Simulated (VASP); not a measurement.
Runs of VASP 6.6.1 on Be. The structure is that of space group Im-3m (No. 229), or close to it. The cells are those of the table. This isn't the form of Be at room conditions, which is hcp.

```tsv
task	cell	gap on the mesh (eV)	pressure (GPa)
single point	a = 2.074 Å, angles 109.5°, 1 atom	none	20.3
single point	a = 2.165 Å, angles 109.5°, 1 atom	none	(a)
single point	a = 2.011 Å, angles 109.5°, 1 atom	none	40.4
single point	a = 1.963 Å, angles 109.5°, 1 atom	none	60.5
relaxation of cell and atoms	relaxed to 20 GPa from a = 2.191 Å, angles 109.5°, 1 atom	none	20.1
relaxation of cell and atoms	relaxed from a = 2.191 Å, angles 109.5°, 1 atom	none	0.0
relaxation of cell and atoms	relaxed to 40 GPa from a = 2.191 Å, angles 109.5°, 1 atom	none	40.3
relaxation of cell and atoms	relaxed to 60 GPa from a = 2.191 Å, angles 109.5°, 1 atom	none	60.1
```

Alike in all rows: level r2SCAN; potentials or basis VASP PAW PBE potentials, release 64 (Be); no spin polarisation; k mesh 26 × 26 × 26; cutoff (eV) 660; smearing gaussian 0.05 eV.

Estimate the missing entries.

(a) 0.2.

Caveats: the PAW data sets were made with another functional, which shifts forces and pressure a little; the cell stands under pressure (at least some runs); the cell is relaxed towards a set pressure, so the run minimises the enthalpy, not the energy (at least some runs).

A gap of «none» marks levels without a gap at the run's occupations.
